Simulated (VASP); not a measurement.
# Fe (Im-3m) in VASP: further runs, part 2 of 2

VASP 6.6.1. Earlier steps stand in the parts before.

### Step 5. Single point, LDA, collinear spin, ferromagnetic start

This run uses another cell than the first one, of 10.39 Å³/atom, 1.056 times its volume.

The input, INCAR:

```
  PREC = Accurate
  ENCUT = 520
  EDIFF = 1E-7
  ISMEAR = 1
  SIGMA = 0.6
  LREAL = F
  LASPH = T
  NELM = 150
  ALGO = Normal
  ISIF = 2
  LWAVE = F
  LCHARG = F
  ISPIN = 2
  MAGMOM = 1.988
  LORBIT = 11
  LMAXMIX = 4
  GGA = CA
  NBANDS = 14
```

The input, KPOINTS:

```
regular mesh
0
Gamma
  16 16 16
```

The input, POSCAR:

```
Fe
1.0
   -1.3745984210      1.3745984210      1.3745984210
    1.3745984210     -1.3745984210      1.3745984210
    1.3745984210      1.3745984210     -1.3745984210
Fe
1
Direct
    0.0000000000      0.0000000000      0.0000000000
```

Potentials or basis: VASP PAW LDA potentials, release 64 (Fe).

Run with:

```bash
$ cat potpaw_LDA.64/Fe/POTCAR > POTCAR
$ mpirun -np 1 vasp_std > vasp.out
```

OUTCAR:

```text
PREC = Accurate
   ENCUT = 520
   EDIFF = 1E-7
   ISMEAR = 1
   LREAL = F
   LASPH = T
   NELM = 150
   ISIF = 2
   ISPIN = 2
   LORBIT = 11
   GGA = CA

 ion  position               nearest neighbor table
   1  0.000  0.000  0.000-

  LATTYP: Found a body centered cubic cell.
 ALAT       =     2.7491968420

  Lattice vectors:

 A1 = (  -1.3745984210,   1.3745984210,   1.3745984210)
 A2 = (   1.3745984210,  -1.3745984210,   1.3745984210)
 A3 = (   1.3745984210,   1.3745984210,  -1.3745984210)

Analysis of symmetry for initial positions (statically):
=====================================================================
 Subroutine PRICEL returns:
 Original cell was already a primitive cell.

 Routine SETGRP: Setting up the symmetry group for a
 body centered cubic supercell.

 Subroutine GETGRP returns: Found 48 space group operations
 (whereof 48 operations were pure point group operations)
 out of a pool of 48 trial point group operations.

The static configuration has the point symmetry O_h .

Analysis of symmetry for dynamics (positions and initial velocities):
=====================================================================
 Subroutine PRICEL returns:
 Original cell was already a primitive cell.

 Routine SETGRP: Setting up the symmetry group for a
 body centered cubic supercell.

 Subroutine GETGRP returns: Found 48 space group operations
 (whereof 48 operations were pure point group operations)
 out of a pool of 48 trial point group operations.

The dynamic configuration has the point symmetry O_h .

Analysis of structural, dynamic, and magnetic symmetry:
=====================================================================
 Subroutine PRICEL returns:
 Original cell was already a primitive cell.

 Routine SETGRP: Setting up the symmetry group for a
 body centered cubic supercell.

 Subroutine GETGRP returns: Found 48 space group operations
 (whereof 48 operations were pure point group operations)
 out of a pool of 48 trial point group operations.

The overall configuration has the point symmetry O_h .

 Subroutine INISYM returns: Found 48 space group operations
 (whereof 48 operations are pure point group operations),
[... 154 lines left out ...]
      1      -2.3828      1.00000
      2       4.2167      1.00000
      3       4.2167      1.00000
      4       4.2167      1.00000
      5       5.7644      1.02478
      6       5.7644      1.02478
      7      32.4105      0.00000
      8      32.4105      0.00000
      9      32.4105      0.00000
     10      38.1608      0.00000
     11      38.1608      0.00000
     12      40.8498      0.00000
     13      40.8498      0.00000
     14      40.8498      0.00000
[... 379 lines left out ...]
      3       3.7465      1.00000
      4       5.5563      1.01058
      5       6.1334      1.01885
      6       7.9926     -0.00477
      7      19.7109      0.00000
      8      21.8820      0.00000
      9      28.1978      0.00000
     10      33.7391      0.00000
     11      37.9801      0.00000
     12      42.3434      0.00000
     13      46.2493      0.00000
     14      48.8280      0.00000

 [... further k-points ...]

 spin component 2

 k-point     1 :       0.0000    0.0000    0.0000
  band No.  band energies     occupation
      1      -2.0040      1.00000
      2       5.8228      1.02915
      3       5.8228      1.02915
      4       5.8228      1.02915
      5       7.8951     -0.00830
      6       7.8952     -0.00830
      7      32.5862      0.00000
      8      32.5862      0.00000
      9      32.5862      0.00000
     10      38.6451      0.00000
     11      38.6451      0.00000
     12      41.6400      0.00000
     13      41.6400      0.00000
     14      41.6400      0.00000
[... 379 lines left out ...]
      3       5.0431      1.00033
      4       7.5232     -0.03286
      5       8.2271     -0.00096
      6       9.5833     -0.00000
      7      20.5998      0.00000
      8      22.6091      0.00000
      9      28.7961      0.00000
     10      34.1943      0.00000
     11      38.5074      0.00000
     12      42.9100      0.00000
     13      46.7814      0.00000
     14      49.5278      0.00000

 [... further k-points ...]
[... 5 lines left out ...]
  --------------------------------------------------------------------------------------
  -------------------------------------------------------------------------------------
  Total       -0.0399532     -0.0399532     -0.0399532      0.0000000     -0.0000000      0.0000000
  in kB       -6.1613335     -6.1613335     -6.1613335      0.0000000     -0.0000000      0.0000000
  external PRESSURE =      -6.1613335 kB  Pullay stress =       0.0000000 kB

 VOLUME and BASIS-vectors are now :
 -----------------------------------------------------------------------------
  energy-cutoff  :      520.00
  volume of cell :       10.39
      direct lattice vectors                 reciprocal lattice vectors
    -1.374598421  1.374598421  1.374598421     0.000000000  0.363742597  0.363742597
     1.374598421 -1.374598421  1.374598421     0.363742597  0.000000000  0.363742597
     1.374598421  1.374598421 -1.374598421     0.363742597  0.363742597  0.000000000

 POSITION                                       TOTAL-FORCE (eV/Angst)
 -----------------------------------------------------------------------------------
      0.00000      0.00000      0.00000        -0.000000      0.000000     -0.000000
 -----------------------------------------------------------------------------------
    total drift:                                0.000000     -0.000000      0.000000

  FREE ENERGIE OF THE ION-ELECTRON SYSTEM (eV)
  ---------------------------------------------------
  free  energy   TOTEN  =        -9.2157414345 eV

  energy  without entropy=       -9.2469129055  energy(sigma->0) =       -9.22613192

 total charge

# of ion       s       p       d       tot
------------------------------------------
    1        0.527   0.617   6.335   7.479

 magnetization (x)

# of ion       s       p       d       tot
------------------------------------------
    1       -0.010  -0.034   1.991   1.948
```

stdout:

```text
POSCAR found type information on POSCAR Fe
 POSCAR found :  1 types and       1 ions
 scaLAPACK will be used
 LDA part: xc-table for (Slater(with rela. corr.)+CA(PZ))
 , standard interpolation
 POSCAR, INCAR and KPOINTS ok, starting setup
 FFT: planning ... GRIDC
 FFT: planning ... GRID_SOFT
 FFT: planning ... GRID
 WAVECAR not read
 entering main loop
```

It took 49 s on 1 thread of AMD EPYC 7R43 (Zen 3), shared host; peak memory 0.11 GiB.

What came out:

| Item | Value |
| --- | --- |
| Free energy | -9.2157 eV |
| Pressure | -0.6 GPa |
| Band gap on the k mesh | zero (filled and empty bands overlap) |
| Net moment | 1.98 μB per cell |
| Site moments | Fe +1.95 μB |
| Valence electrons inside the program's atomic spheres | Fe 7.48 |

### Step 6. Single point, LDA, collinear spin, ferromagnetic start

This run uses another cell than the first one, of 10.39 Å³/atom, 1.056 times its volume.

The input, INCAR:

```
SYSTEM = Fe
ALGO     = Normal         ! electronic algorithm
EDIFF    = 1E-6           ! SCF threshold, eV
ENCUT    = 520            ! plane-wave cutoff, eV
ISIF     = 2              ! what is computed and relaxed
ISMEAR   = 1              ! smearing method
ISPIN    = 2              ! spin polarisation
LASPH    = .TRUE.         ! aspherical terms in the spheres
LCHARG   = .FALSE.        ! write CHGCAR
LMAXMIX  = 4              ! l up to which the mixer works
LORBIT   = 11             ! projections on sites
LREAL    = .FALSE.        ! projectors in reciprocal space
LWAVE    = .FALSE.        ! write WAVECAR
MAGMOM   = 1.988          ! initial moments
NBANDS   = 14             ! bands
NELM     = 150            ! most SCF steps
PREC     = Accurate       ! precision mode
SIGMA    = 1.0            ! smearing width, eV
```

The input, KPOINTS:

```
k-points
0
G
  16 16 16
  0 0 0
```

POSCAR is that of step 5.

Potentials or basis: VASP PAW LDA potentials, release 64 (Fe).

Run with:

```bash
$ cat potpaw_LDA.64/Fe/POTCAR > POTCAR
$ mpirun -np 1 vasp_std > vasp.out
```

Run time: 43 s. Hardware: 1 thread of AMD EPYC 7R43 (Zen 3), shared host; peak memory 0.11 GiB.

The run converged. Its results:

```
Free energy                                           : -9.1886 eV
Pressure                                              : -3.2 GPa
Net moment                                            : 1.86 μB per cell
Site moments                                          : Fe +1.83 μB
Valence electrons inside the program's atomic spheres : Fe 7.48
```

Levels at points of the mesh, in eV from the Fermi level:
Spin up:
```csv
k point,band 1,band 2,band 3,band 4,band 5,band 6,band 7,band 8,band 9,band 10
"(0.00, 0.00, 0.00)",-9.07,-2.46,-2.46,-2.46,-0.92,-0.92,25.72,25.72,25.72,31.47
"(0.50, 0.00, 0.00)",-5.44,-3.73,-0.87,-0.68,0.39,0.67,8.20,18.99,21.49,24.74
"(0.50, 0.50, 0.50)",-5.35,-5.35,0.35,0.35,0.35,10.44,10.44,10.44,16.62,16.62
```
Spin down:
```
           k point  band 1  band 2  band 3  band 4  band 5  band 6  band 7
(0.00, 0.00, 0.00)   -8.72   -0.95   -0.95   -0.95    1.10    1.10   25.88
(0.50, 0.00, 0.00)   -4.38   -2.36    0.74    1.02    1.39    2.43    9.36
(0.50, 0.50, 0.50)   -3.97   -3.97    2.08    2.08    2.08   10.86   10.86
```

### Step 7. The runs side by side

| spin | cell | k mesh | smearing | gap on the mesh (eV) | pressure (GPa) | moment (μB) |
| --- | --- | --- | --- | --- | --- | --- |
| off | a = 2.338 Å, angles 109.5°, 1 atom | 27 × 27 × 27 | fermi-dirac 0.1 eV | none | -0.2 | - |
| collinear, ferromagnetic start | a = 2.381 Å, angles 109.5°, 1 atom | 16 × 16 × 16 | methfessel-paxton 0.2 eV | none | -0.9 | 1.95 |
| collinear, ferromagnetic start | a = 2.381 Å, angles 109.5°, 1 atom | 16 × 16 × 16 | methfessel-paxton 0.3 eV | none | -0.6 | 1.96 |
| collinear, ferromagnetic start | a = 2.381 Å, angles 109.5°, 1 atom | 16 × 16 × 16 | methfessel-paxton 0.6 eV | none | -0.6 | 1.98 |
| collinear, ferromagnetic start | a = 2.381 Å, angles 109.5°, 1 atom | 16 × 16 × 16 | methfessel-paxton 1 eV | none | -3.2 | 1.86 |

Alike in all rows: task single point; level LDA; potentials or basis VASP PAW LDA potentials, release 64 (Fe); cutoff (eV) 520.

Total energies depend on the potentials used, so only differences within one code and one set of settings carry meaning.
